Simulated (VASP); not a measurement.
# ZnS (I-4m2) in VASP: further runs

ZnS is run at these levels: PBE; tasks: single point.

Everything below comes from runs of VASP 6.6.1. Logs are shortened: lines on timing, memory, paths and dates and some standing lists are left out, and cuts for length are marked.

## (1) The cell of the first run

It takes space group I-4m2 (No. 119, tetragonal). Conventional cell: a = 3.849 Å, b = 3.849 Å, c = 5.239 Å, α = 90.00°, β = 90.00°, γ = 90.00°. Zn (site symmetry -4m2) has 4 S at 2.33 Å within 3.1 Å. Within 3.1 Å of S (site symmetry -4m2) lie 4 Zn at 2.33 Å.

## (2) Single point, PBE (strain -0.0375 x Voigt [0, 0, 1, 0, 0, 0])

File INCAR:

```
SYSTEM = ZnS
  PREC = Accurate
  ENCUT = 520
  EDIFF = 1E-7
  ISMEAR = 0
  SIGMA = 0.05
  LREAL = .FALSE.
  LASPH = .TRUE.
  NELM = 60
  ALGO = Normal
  ISIF = 2
  LWAVE = .FALSE.
  LCHARG = .FALSE.
  GGA = PE
  NBANDS = 16
```

File KPOINTS:

```
regular mesh
0
G
  8 8 8
  0 0 0
```

File POSCAR:

```
ZnS
1.0
    0.0000000000      2.7215639840      2.6195053346
    2.7215639840      0.0000000000      2.6195053346
    2.7215639840      2.7215639840      0.0000000000
Zn S
1 1
Direct
    0.0000000000      0.0000000000      0.0000000000
    0.7500000000      0.7500000000      0.7500000000
```

Potentials or basis: VASP PAW PBE potentials, release 64 (Zn, S).

Launch:

```sh
$ cat potpaw_PBE.64/Zn/POTCAR potpaw_PBE.64/S/POTCAR > POTCAR
$ mpirun -np 1 vasp_std > vasp.out
```

OUTCAR:

```text
SYSTEM = ZnS
   PREC = Accurate
   ENCUT = 520
   EDIFF = 1E-7
   ISMEAR = 0
   LREAL = .FALSE.
   LASPH = .TRUE.
   NELM = 60
   ISIF = 2
   GGA = PE

 ion  position               nearest neighbor table
   1  0.000  0.000  0.000-   2 2.33   2 2.33   2 2.33   2 2.33
   2  0.750  0.750  0.750-   1 2.33   1 2.33   1 2.33   1 2.33

  LATTYP: Found a body centered tetragonal cell.
 ALAT       =     3.8488726970
 C/A-ratio  =     1.3611805538

  Lattice vectors:

 A1 = (   0.0000000000,  -2.7215639840,  -2.6195053346)
 A2 = (   0.0000000000,   2.7215639840,  -2.6195053346)
 A3 = (   2.7215639840,   0.0000000000,   2.6195053346)

Analysis of symmetry for initial positions (statically):
=====================================================================
 Subroutine PRICEL returns:
 Original cell was already a primitive cell.

 Routine SETGRP: Setting up the symmetry group for a
 body centered tetragonal supercell.

 Subroutine GETGRP returns: Found  8 space group operations
 (whereof  8 operations were pure point group operations)
 out of a pool of 16 trial point group operations.

The static configuration has the point symmetry D_2d.

Analysis of symmetry for dynamics (positions and initial velocities):
=====================================================================
 Subroutine PRICEL returns:
 Original cell was already a primitive cell.

 Routine SETGRP: Setting up the symmetry group for a
 body centered tetragonal supercell.

 Subroutine GETGRP returns: Found  8 space group operations
 (whereof  8 operations were pure point group operations)
 out of a pool of 16 trial point group operations.

The dynamic configuration has the point symmetry D_2d.

 Subroutine INISYM returns: Found  8 space group operations
 (whereof  8 operations are pure point group operations),
 and found     1 'primitive' translations

----------------------------------------------------------------------------------------

                                     Primitive cell

  volume of cell :      38.8049

  direct lattice vectors                    reciprocal lattice vectors
     0.000000000  2.721563984  2.619505335    -0.183717893  0.183717893  0.190875733
     2.721563984  0.000000000  2.619505335     0.183717893 -0.183717893  0.190875733
     2.721563984  2.721563984  0.000000000     0.183717893  0.183717893 -0.190875733

  length of vectors
     3.777395759  3.777395759  3.848872697     0.322394283  0.322394283  0.322394283

[... 74 lines left out ...]
   ISPIN  =      1    spin polarized calculation?
   LNONCOLLINEAR =      F non collinear calculations
   LSORBIT =      F    spin-orbit coupling
   LASPH  =      T    aspherical Exc in radial PAW
   ENCUT  =  520.0 eV  38.22 Ry    6.18 a.u.   7.02  7.02  7.16*2*pi/ulx,y,z
   NELM   =     60;   NELMIN=  2; NELMDL= -5     # of ELM steps
   EDIFF  = 0.1E-06   stopping-criterion for ELM
   LREAL  =      F    real-space projection
   EDIFFG = 0.1E-05   stopping-criterion for IOM
   NSW    =      0    number of steps for IOM
   IBRION =     -1    ionic relax: 0-MD 1-quasi-New 2-CG
   NFREE  =      0    steps in history (QN), initial steepest desc. (CG)
   ISIF   =      2    stress and relaxation
   ISYM   =      2    0-nonsym 1-usesym 2-fastsym
   POTIM  = 0.5000    time-step for ionic-motion
   TEBEG  =    0.0;   TEEND  =   0.0 temperature during run
   PSTRESS=    0.0 pullay stress
   NELECT =      18.0000    total number of electrons
   NUPDOWN=      -1.0000    fix difference up-down
   EMIN   =  10.00;   EMAX   =-10.00  energy-range for DOS
   EFERMI =   0.00;   METHOD = LEGACY
   ISMEAR =     0;   SIGMA  =   0.05  broadening in eV -4-tet -1-fermi 0-gaus
   EFERMI_NEDOS =   21; number of points for ismear=-14 and -15
   IALGO  =     38    algorithm
   IMIX   =      4    mixing-type and parameters
     AMIX     =   0.40;   BMIX     =  1.00
     AMIX_MAG =   1.60;   BMIX_MAG =  1.00
  volume/ion in A,a.u.               =      19.40       130.93
  Fermi-wavevector in a.u.,A,eV,Ry     =   1.267273  2.394799 21.850698  1.605981
  Thomas-Fermi vector in A             =   2.400430
   LORBIT       =      0    0 simple, 1 ext, 2 COOP (PROOUT), +10 PAW based schemes
   GGA     = PE    functional components
   LHFCALC =     F    Hartree Fock is set to
   AEXX    =    0.0000 exact exchange contribution
   IVDW    =     0    specifies the selected vdW correction
   LEPSILON=     F    determine dielectric tensor
   LRPA    =     F    only Hartree local field effects (RPA)
 non-spin polarized calculation
 Gauss-broadening in eV      SIGMA  =   0.05
  energy-cutoff  :      520.00
  volume of cell :       38.80
 maximum number of plane-waves:      1062
   NGX = 13   NGY = 13   NGZ = 15

 number of electron      18.0000014 magnetization

 Free energy of the ion-electron system (eV)
  ---------------------------------------------------
  ext. energy  EPLUGINS =         0.00000000
  ---------------------------------------------------
  free energy    TOTEN  =        -6.83278669 eV

  energy without entropy =       -6.83278669  energy(sigma->0) =       -6.83278669

 E-fermi :   2.5662     XC(G=0):  -9.7097

 val. band max:        2.3439895819   @ k =   0.0000   0.0000   0.0000
 cond. band min:       4.4445483407   @ k =   0.0000   0.0000   0.0000
 fundamental gap:      2.1005587588
 Fermi energy:         2.5661991726

 k-point     1 :       0.0000    0.0000    0.0000
  band No.  band energies     occupation
      1     -10.9916      2.00000
      2      -4.1486      2.00000
      3      -4.1486      2.00000
      4      -4.1267      2.00000
      5      -3.6317      2.00000
      6      -3.6199      2.00000
[... 433 lines left out ...]
      3      -4.0033      2.00000
      4      -3.9465      2.00000
      5      -3.6293      2.00000
      6      -3.5910      2.00000
[... 8 lines left out ...]
     15      14.8930      0.00000
     16      15.4894      0.00000

 [... further k-points ...]
[... 5 lines left out ...]
  --------------------------------------------------------------------------------------
  -------------------------------------------------------------------------------------
  Total        0.6261267      0.6261267      0.9644554      0.0000000      0.0000000      0.0000000
  in kB       25.8515407     25.8515407     39.8204689      0.0000000      0.0000000      0.0000000
  external PRESSURE =      30.5078501 kB  Pullay stress =       0.0000000 kB

 VOLUME and BASIS-vectors are now :
 -----------------------------------------------------------------------------
  energy-cutoff  :      520.00
  volume of cell :       38.80
      direct lattice vectors                 reciprocal lattice vectors
     0.000000000  2.721563984  2.619505335    -0.183717893  0.183717893  0.190875733
     2.721563984  0.000000000  2.619505335     0.183717893 -0.183717893  0.190875733
     2.721563984  2.721563984  0.000000000     0.183717893  0.183717893 -0.190875733

 POSITION                                       TOTAL-FORCE (eV/Angst)
 -----------------------------------------------------------------------------------
      0.00000      0.00000      0.00000         0.000000      0.000000     -0.000000
      4.08235      4.08235      3.92926         0.000000      0.000000      0.000000
 -----------------------------------------------------------------------------------
    total drift:                               -0.000006     -0.000006     -0.000015

  FREE ENERGIE OF THE ION-ELECTRON SYSTEM (eV)
  ---------------------------------------------------
  free  energy   TOTEN  =        -6.8327866889 eV

  energy  without entropy=       -6.8327866889  energy(sigma->0) =       -6.83278669
```

OSZICAR:

```text
N       E                     dE             d eps       ncg     rms          rms(c)
DAV:   1     0.888122388480E+02    0.88812E+02   -0.90237E+03  1888   0.136E+03
DAV:   2    -0.140159286474E+01   -0.90214E+02   -0.84320E+02  2184   0.260E+02
DAV:   3    -0.720005140543E+01   -0.57985E+01   -0.57738E+01  2312   0.639E+01
DAV:   4    -0.726114712854E+01   -0.61096E-01   -0.61082E-01  2344   0.680E+00
DAV:   5    -0.726185823018E+01   -0.71110E-03   -0.71107E-03  2416   0.705E-01    0.709E+00
DAV:   6    -0.685407911649E+01    0.40778E+00   -0.73745E-01  2824   0.303E+01    0.553E+00
DAV:   7    -0.683315420615E+01    0.20925E-01   -0.25781E-01  2280   0.461E+00    0.278E+00
DAV:   8    -0.683240831619E+01    0.74589E-03   -0.52367E-03  2488   0.924E-01    0.734E-01
DAV:   9    -0.683262783250E+01   -0.21952E-03   -0.12984E-03  2336   0.285E-01    0.972E-02
DAV:  10    -0.683279391313E+01   -0.16608E-03   -0.22611E-04  2312   0.115E-01    0.407E-02
DAV:  11    -0.683278604384E+01    0.78693E-05   -0.27881E-05  2256   0.487E-02    0.785E-03
DAV:  12    -0.683278637799E+01   -0.33415E-06   -0.29003E-06  2440   0.151E-02    0.379E-03
DAV:  13    -0.683278673790E+01   -0.35991E-06   -0.71871E-07  2320   0.540E-03    0.257E-03
DAV:  14    -0.683278668886E+01    0.49037E-07   -0.24990E-08  2000   0.315E-03
   1 F= -.68327867E+01 E0= -.68327867E+01  d E =-.145695E-12
```

It took 28 s on 1 thread of AMD EPYC 7R43 (Zen 3), shared host; peak memory 0.15 GiB.

What came out:

```
Free energy            : -6.8328 eV
Pressure               : 3.1 GPa
Band gap on the k mesh : 2.10 eV, direct
```

Caveat: the cell differs from its parent crystal (strain -0.0375 x Voigt [0, 0, 1, 0, 0, 0]).

## (3) Single point, PBE (strain +0.0750 x Voigt [0, 0, 1, 0, 0, 0])

File INCAR:

```
SYSTEM = ZnS
  PREC = Accurate
  ENCUT = 520
  EDIFF = 1E-6
  ISMEAR = 0
  SIGMA = 0.05
  LREAL = .False.
  LASPH = .True.
  NELM = 100
  ALGO = Normal
  ISIF = 2
  LWAVE = .False.
  LCHARG = .False.
  GGA = PE
  NBANDS = 16
```

File KPOINTS:

```
regular mesh
0
Gamma
  8 8 8
  0 0 0
```

File POSCAR:

```
ZnS
1.0
    0.0000000000      2.7215639840      2.9256812828
    2.7215639840      0.0000000000      2.9256812828
    2.7215639840      2.7215639840      0.0000000000
Zn S
1 1
Direct
    0.0000000000      0.0000000000      0.0000000000
    0.7500000000      0.7500000000      0.7500000000
```

Potentials or basis: VASP PAW PBE potentials, release 64 (Zn, S).

Launch:

```sh
$ cat potpaw_PBE.64/Zn/POTCAR potpaw_PBE.64/S/POTCAR > POTCAR
$ mpirun -np 1 vasp_std > vasp.out
```

Run time: 30 s. Hardware: 1 thread of AMD EPYC 7R43 (Zen 3), shared host; peak memory 0.16 GiB.

Results (log left out):

* Free energy: -6.7910 eV
* Pressure: -4.3 GPa
* Band gap on the k mesh: 1.60 eV, direct

Stress tensor (GPa, compression positive):
```
-3.12  0.00  0.00
 0.00 -3.12  0.00
 0.00  0.00 -6.52
```

Levels at points of the mesh, in eV from the valence-band top:
```
           k point  band 5  band 6  band 7  band 8  band 9  band 10  band 11  band 12  band 13  band 14
(0.00, 0.00, 0.00)   -5.72   -5.71   -0.27    0.00    0.00     1.60     6.38     6.38     6.40    10.77
(0.50, 0.00, 0.00)   -5.68   -5.54   -4.77   -1.01   -0.63     2.96     6.68     7.17     8.42    11.63
(0.50, 0.50, 0.00)   -5.66   -5.59   -4.54   -1.74   -1.74     3.75     4.39     9.77    11.32    11.32
(0.50, 0.00, 0.50)   -5.65   -5.50   -4.13   -2.14   -2.02     3.42     3.75    10.46    10.77    11.31
```

Caveat: the cell differs from its parent crystal (strain +0.0750 x Voigt [0, 0, 1, 0, 0, 0]).

[end of part 1 of 2]
